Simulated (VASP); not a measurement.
Input of a VASP 6.6.1 run:

File INCAR:

```
SYSTEM = InSb
  PREC = Accurate
  ENCUT = 520
  EDIFF = 1E-6
  ISMEAR = 0
  SIGMA = 0.1
  LREAL = .FALSE.
  LASPH = .TRUE.
  NELM = 60
  ALGO = Normal
  ISIF = 2
  LWAVE = .FALSE.
  LCHARG = .TRUE.
  GGA = PE
  LELF = .TRUE.
  LVHAR = .TRUE.
  NBANDS = 16
```

Contents of KPOINTS:

```
regular mesh
0
G
  12 12 12
  0 0 0
```

POSCAR

```
InSb
1.0
    0.0000000000      3.3180144015      3.3180144015
    3.3180144015      0.0000000000      3.3180144015
    3.3180144015      3.3180144015      0.0000000000
In Sb
1 1
Direct
    0.0000000000      0.0000000000      0.0000000000
    0.7500000000      0.7500000000      0.7500000000
```

Potentials or basis: VASP PAW PBE potentials, release 64 (In_d, Sb).

Command:

```bash
$ cat potpaw_PBE.64/In_d/POTCAR potpaw_PBE.64/Sb/POTCAR > POTCAR
$ mpirun -np 1 vasp_std > vasp.out
```

Q: Predict the pressure.

A: 0.0 GPa.

Q: What does it give for the band gap on the k mesh?

A: Zero (filled and empty bands touch).

Caveat: spin-orbit coupling is left out, which moves the levels of the heavy elements.
